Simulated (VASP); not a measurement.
# GaGe3 (Pm-3m) in VASP: single point with r2SCAN

Aim: the single point of GaGe3 with r2SCAN.

Everything below comes from runs of VASP 6.6.1. Logs are shortened: lines on timing, memory, paths and dates and some standing lists are left out, and cuts for length are marked.

### Step 1. The cell of the first run

Symmetry: Pm-3m, No. 221, cubic system. Conventional cell: a = 4.278 Å, b = 4.278 Å, c = 4.278 Å, α = 90.00°, β = 90.00°, γ = 90.00°. Within 4.0 Å of Ga (site symmetry m-3m) lie 12 Ge at 3.03 Å. Within 4.0 Å of Ge (site symmetry 4/mmm) lie 4 Ga at 3.03 Å and 8 Ge at 3.03 Å.

### Step 2. Single point, r2SCAN

The input, POSCAR:

```
GaGe3
1.0
    4.2784660000      0.0000000000      0.0000000000
    0.0000000000      4.2784660000      0.0000000000
    0.0000000000      0.0000000000      4.2784660000
Ga Ge
1 3
Direct
    0.0000000000      0.0000000000      0.0000000000
    0.0000000000      0.5000000000      0.5000000000
    0.5000000000      0.0000000000      0.5000000000
    0.5000000000      0.5000000000      0.0000000000
```

The input, INCAR.step1:

```
PREC     = Accurate       # precision mode
ENCUT    = 520            # plane-wave cutoff, eV
ISMEAR   = 0              # smearing method
SIGMA    = 0.1            # smearing width, eV
LREAL    = False          # projectors in reciprocal space
LASPH    = True           # aspherical terms in the spheres
NELM     = 60             # most SCF steps
NBANDS   = 36             # bands
GGA      = PE             # functional
ALGO     = Normal         # electronic algorithm
EDIFF    = 1E-4           # SCF threshold, eV
LWAVE    = True           # write WAVECAR
LCHARG   = False          # write CHGCAR
```

The input, INCAR.step2:

```
PREC     = Accurate       # precision mode
ENCUT    = 520            # plane-wave cutoff, eV
EDIFF    = 1E-6           # SCF threshold, eV
ISMEAR   = 0              # smearing method
SIGMA    = 0.1            # smearing width, eV
LREAL    = False          # projectors in reciprocal space
LASPH    = True           # aspherical terms in the spheres
NELM     = 60             # most SCF steps
ALGO     = Normal         # electronic algorithm
ISIF     = 2              # what is computed and relaxed
LWAVE    = False          # write WAVECAR
LCHARG   = False          # write CHGCAR
METAGGA  = R2SCAN         # meta-GGA
LMIXTAU  = True         
NBANDS   = 36             # bands
ISTART   = 1
```

The input, KPOINTS:

```
regular mesh
0
Gamma
  4 4 4
```

Potentials or basis: VASP PAW PBE potentials, release 64 (Ga_d, Ge_d).

Launch:

```
> cat potpaw_PBE.64/Ga_d/POTCAR potpaw_PBE.64/Ge_d/POTCAR > POTCAR
> cp INCAR.step1 INCAR
> mpirun -np 1 vasp_std > vasp.out
> cp INCAR.step2 INCAR
> mpirun -np 1 vasp_std > vasp.out
```

OUTCAR:

```text
PREC = Accurate
   ENCUT = 520
   EDIFF = 1E-6
   ISMEAR = 0
   LREAL = False
   LASPH = True
   NELM = 60
   ISIF = 2
   METAGGA = R2SCAN
   ISTART = 1

 ion  position               nearest neighbor table
   1  0.000  0.000  0.000-
   2  0.000  0.500  0.500-
   3  0.500  0.000  0.500-
   4  0.500  0.500  0.000-

  LATTYP: Found a simple cubic cell.
 ALAT       =     4.2784660000

  Lattice vectors:

 A1 = (   4.2784660000,   0.0000000000,   0.0000000000)
 A2 = (   0.0000000000,   4.2784660000,   0.0000000000)
 A3 = (   0.0000000000,   0.0000000000,   4.2784660000)

Analysis of symmetry for initial positions (statically):
=====================================================================
 Subroutine PRICEL returns:
 Original cell was already a primitive cell.

 Routine SETGRP: Setting up the symmetry group for a
 simple cubic supercell.

 Subroutine GETGRP returns: Found 48 space group operations
 (whereof 48 operations were pure point group operations)
 out of a pool of 48 trial point group operations.

The static configuration has the point symmetry O_h .

Analysis of symmetry for dynamics (positions and initial velocities):
=====================================================================
 Subroutine PRICEL returns:
 Original cell was already a primitive cell.

 Routine SETGRP: Setting up the symmetry group for a
 simple cubic supercell.

 Subroutine GETGRP returns: Found 48 space group operations
 (whereof 48 operations were pure point group operations)
 out of a pool of 48 trial point group operations.

The dynamic configuration has the point symmetry O_h .

 Subroutine INISYM returns: Found 48 space group operations
 (whereof 48 operations are pure point group operations),
 and found     1 'primitive' translations

----------------------------------------------------------------------------------------

                                     Primitive cell

  volume of cell :      78.3185

  direct lattice vectors                    reciprocal lattice vectors
     4.278466000  0.000000000  0.000000000     0.233728631  0.000000000  0.000000000
     0.000000000  4.278466000  0.000000000     0.000000000  0.233728631  0.000000000
     0.000000000  0.000000000  4.278466000     0.000000000  0.000000000  0.233728631

  length of vectors
     4.278466000  4.278466000  4.278466000     0.233728631  0.233728631  0.233728631

  position of ions in fractional coordinates (direct lattice)
     0.000000000  0.000000000  0.000000000
     0.000000000  0.500000000  0.500000000
     0.500000000  0.000000000  0.500000000
     0.500000000  0.500000000  0.000000000

  ion indices of the primitive-cell ions
   primitive index   ion index
                 1           1
                 2           2
                 3           3
                 4           4

----------------------------------------------------------------------------------------

 KPOINTS: regular mesh

Automatic generation of k-mesh.
 Grid dimensions read from file:
 generate k-points for:    4    4    4

 Generating k-lattice:

  Cartesian coordinates                     Fractional coordinates (reciprocal lattice)
     0.058432158  0.000000000  0.000000000     0.250000000  0.000000000  0.000000000
     0.000000000  0.058432158  0.000000000     0.000000000  0.250000000  0.000000000
     0.000000000  0.000000000  0.058432158     0.000000000  0.000000000  0.250000000

  Length of vectors
     0.058432158  0.058432158  0.058432158

  Shift w.r.t. Gamma in fractional coordinates (k-lattice)
     0.000000000  0.000000000  0.000000000

 Subroutine IBZKPT returns following result:
 ===========================================

 Found     10 irreducible k-points:

 Following reciprocal coordinates:
            Coordinates               Weight
  0.000000  0.000000  0.000000      1.000000
  0.250000  0.000000  0.000000      6.000000
  0.500000  0.000000  0.000000      3.000000
  0.250000  0.250000  0.000000     12.000000
  0.500000  0.250000  0.000000     12.000000
  0.500000  0.500000  0.000000      3.000000
  0.250000  0.250000  0.250000      8.000000
  0.500000  0.250000  0.250000     12.000000
  0.500000  0.500000  0.250000      6.000000
  0.500000  0.500000  0.500000      1.000000
   k-points           NKPTS =     10   k-points in BZ     NKDIM =     10   number of bands    NBANDS=     36
   number of dos      NEDOS =    301   number of ions     NIONS =      4
   total plane-waves  NPLWV =  32768
   dimension x,y,z NGX =    32 NGY =   32 NGZ =   32
   dimension x,y,z NGXF=    64 NGYF=   64 NGZF=   64
   ions per type =               1   3
   NGX,Y,Z   is equivalent  to a cutoff of  12.43, 12.43, 12.43 a.u.
   NGXF,Y,Z  is equivalent  to a cutoff of  24.87, 24.87, 24.87 a.u.
 SYSTEM =  unknown system
   PREC   = accura    normal or accurate (medium, high low for compatibility)
   ISTART =      1    job   : 0-new  1-cont  2-samecut
   ICHARG =      0    charge: 1-file 2-atom 10-const
   ISPIN  =      1    spin polarized calculation?
   LNONCOLLINEAR =      F non collinear calculations
   LSORBIT =      F    spin-orbit coupling
   LASPH  =      T    aspherical Exc in radial PAW
   ENCUT  =  520.0 eV  38.22 Ry    6.18 a.u.   7.96  7.96  7.96*2*pi/ulx,y,z
   NELM   =     60;   NELMIN=  2; NELMDL=  0     # of ELM steps
   EDIFF  = 0.1E-05   stopping-criterion for ELM
   LREAL  =      F    real-space projection
   EDIFFG = 0.1E-04   stopping-criterion for IOM
   NSW    =      0    number of steps for IOM
   IBRION =     -1    ionic relax: 0-MD 1-quasi-New 2-CG
   NFREE  =      0    steps in history (QN), initial steepest desc. (CG)
   ISIF   =      2    stress and relaxation
   ISYM   =      2    0-nonsym 1-usesym 2-fastsym
   POTIM  = 0.5000    time-step for ionic-motion
   TEBEG  =    0.0;   TEEND  =   0.0 temperature during run
   PSTRESS=    0.0 pullay stress
   NELECT =      55.0000    total number of electrons
   NUPDOWN=      -1.0000    fix difference up-down
   EMIN   =  10.00;   EMAX   =-10.00  energy-range for DOS
   EFERMI =   0.00;   METHOD = LEGACY
   ISMEAR =     0;   SIGMA  =   0.10  broadening in eV -4-tet -1-fermi 0-gaus
   EFERMI_NEDOS =   21; number of points for ismear=-14 and -15
   IALGO  =     38    algorithm
   IMIX   =      4    mixing-type and parameters
     AMIX     =   0.40;   BMIX     =  1.00
     AMIX_MAG =   1.60;   BMIX_MAG =  1.00
  volume/ion in A,a.u.               =      19.58       132.13
  Fermi-wavevector in a.u.,A,eV,Ry     =   1.455150  2.749834 28.809797  2.117460
  Thomas-Fermi vector in A             =   2.572218
   LORBIT       =      0    0 simple, 1 ext, 2 COOP (PROOUT), +10 PAW based schemes
   METAGGA = R2SCAN    functional components
   LHFCALC =     F    Hartree Fock is set to
   AEXX    =    0.0000 exact exchange contribution
   IVDW    =     0    specifies the selected vdW correction
   LEPSILON=     F    determine dielectric tensor
   LRPA    =     F    only Hartree local field effects (RPA)
 non-spin polarized calculation
 Gauss-broadening in eV      SIGMA  =   0.10
  energy-cutoff  :      520.00
  volume of cell :       78.32
 maximum number of plane-waves:      2176
 NGX is ok and might be reduce to    32
   NGX = 15   NGY = 15   NGZ = 15

 number of electron      54.9999919 magnetization

 Free energy of the ion-electron system (eV)
  ---------------------------------------------------
  ext. energy  EPLUGINS =         0.00000000
  ---------------------------------------------------
  free energy    TOTEN  =       -51.21468865 eV

  energy without entropy =      -51.20139658  energy(sigma->0) =      -51.20804261

 E-fermi :   6.0316     XC(G=0): -12.1811

 val. band max:        6.0096437287   @ k =   0.5000   0.5000   0.0000
 cond. band min:       6.0590702339   @ k =   0.5000   0.0000   0.0000
 fundamental gap:      0.0494265052
 Fermi energy:         6.0316242127

 k-point     1 :       0.0000    0.0000    0.0000
  band No.  band energies     occupation
      1     -19.5164      2.00000
      2     -19.5164      2.00000
      3     -19.5164      2.00000
      4     -19.5063      2.00000
      5     -19.4634      2.00000
      6     -19.4634      2.00000
[... 28 lines left out ...]
     35      13.3312      0.00000
     36      13.3442      0.00000

 k-point     2 :       0.2500    0.0000    0.0000
  band No.  band energies     occupation
      1     -19.5139      2.00000
      2     -19.4975      2.00000
      3     -19.4975      2.00000
      4     -19.4945      2.00000
      5     -19.4619      2.00000
      6     -19.4529      2.00000
[... 28 lines left out ...]
     35      14.0327      0.00000
     36      14.1145      0.00000

 k-point     3 :       0.5000    0.0000    0.0000
  band No.  band energies     occupation
      1     -19.5112      2.00000
      2     -19.4772      2.00000
      3     -19.4591      2.00000
      4     -19.4571      2.00000
      5     -19.4571      2.00000
      6     -19.4466      2.00000
[... 28 lines left out ...]
     35      12.1191      0.00000
     36      12.1191      0.00000

 k-point     4 :       0.2500    0.2500    0.0000
  band No.  band energies     occupation
      1     -19.4999      2.00000
      2     -19.4942      2.00000
      3     -19.4908      2.00000
      4     -19.4795      2.00000
      5     -19.4582      2.00000
      6     -19.4455      2.00000
[... 28 lines left out ...]
     35      11.8474      0.00000
     36      14.3729      0.00000

 k-point     5 :       0.5000    0.2500    0.0000
  band No.  band energies     occupation
      1     -19.4943      2.00000
      2     -19.4760      2.00000
      3     -19.4707      2.00000
      4     -19.4597      2.00000
      5     -19.4562      2.00000
      6     -19.4466      2.00000
[... 28 lines left out ...]
     35      12.8756      0.00000
     36      13.0525      0.00000

 k-point     6 :       0.5000    0.5000    0.0000
  band No.  band energies     occupation
      1     -19.4793      2.00000
      2     -19.4793      2.00000
      3     -19.4645      2.00000
      4     -19.4549      2.00000
      5     -19.4467      2.00000
      6     -19.4465      2.00000
[... 28 lines left out ...]
     35      13.8876      0.00000
     36      13.8876      0.00000

 k-point     7 :       0.2500    0.2500    0.2500
  band No.  band energies     occupation
      1     -19.4983      2.00000
      2     -19.4867      2.00000
      3     -19.4867      2.00000
      4     -19.4688      2.00000
      5     -19.4522      2.00000
      6     -19.4496      2.00000
[... 28 lines left out ...]
     35      14.6556      0.00000
     36      14.6556      0.00000

 k-point     8 :       0.5000    0.2500    0.2500
  band No.  band energies     occupation
      1     -19.4906      2.00000
      2     -19.4740      2.00000
      3     -19.4722      2.00000
      4     -19.4677      2.00000
      5     -19.4648      2.00000
      6     -19.4593      2.00000
[... 28 lines left out ...]
     35      12.7257      0.00000
     36      13.1749      0.00000

 k-point     9 :       0.5000    0.5000    0.2500
  band No.  band energies     occupation
      1     -19.4798      2.00000
      2     -19.4798      2.00000
      3     -19.4764      2.00000
      4     -19.4679      2.00000
      5     -19.4674      2.00000
      6     -19.4674      2.00000
[... 28 lines left out ...]
     35      14.2498      0.00000
     36      14.2498      0.00000

 k-point    10 :       0.5000    0.5000    0.5000
  band No.  band energies     occupation
      1     -19.4837      2.00000
      2     -19.4837      2.00000
      3     -19.4837      2.00000
      4     -19.4758      2.00000
      5     -19.4745      2.00000
      6     -19.4745      2.00000
[... 28 lines left out ...]
     35      15.0278      0.00000
     36      15.0278      0.00000

------------------------ aborting loop because EDIFF is reached ----------------------------------------

  FORCE on cell =-STRESS in cart. coord.  units (eV):
  Direction    XX          YY          ZZ          XY          YZ          ZX
  --------------------------------------------------------------------------------------
  -------------------------------------------------------------------------------------
  Total       -1.3581358     -1.3581358     -1.3581358      0.0000000      0.0000000      0.0000000
  in kB      -27.7836640    -27.7836640    -27.7836640      0.0000000      0.0000000      0.0000000
  external PRESSURE =     -27.7836640 kB  Pullay stress =       0.0000000 kB

 VOLUME and BASIS-vectors are now :
 -----------------------------------------------------------------------------
  energy-cutoff  :      520.00
  volume of cell :       78.32
      direct lattice vectors                 reciprocal lattice vectors
     4.278466000  0.000000000  0.000000000     0.233728631  0.000000000  0.000000000
     0.000000000  4.278466000  0.000000000     0.000000000  0.233728631  0.000000000
     0.000000000  0.000000000  4.278466000     0.000000000  0.000000000  0.233728631

 POSITION                                       TOTAL-FORCE (eV/Angst)
 -----------------------------------------------------------------------------------
      0.00000      0.00000      0.00000         0.000000      0.000000      0.000000
      0.00000      2.13923      2.13923         0.000000      0.000000      0.000000
      2.13923      0.00000      2.13923         0.000000      0.000000      0.000000
      2.13923      2.13923      0.00000         0.000000      0.000000      0.000000
 -----------------------------------------------------------------------------------
    total drift:                                0.000000     -0.000000     -0.000000

  FREE ENERGIE OF THE ION-ELECTRON SYSTEM (eV)
  ---------------------------------------------------
  free  energy   TOTEN  =       -51.2146886526 eV

  energy  without entropy=      -51.2013965761  energy(sigma->0) =      -51.20804261
```

It took 2.1 min on 1 thread of Intel Xeon Platinum 8259CL at 2.50GHz (Skylake/Cascade Lake), shared host; peak memory 0.19 GiB.

What came out:

- Free energy: -51.2147 eV
- Pressure: -2.8 GPa

Caveat: the k points lie up to 0.37 Å⁻¹ apart; the PAW data sets were made with another functional, which shifts forces and pressure a little.
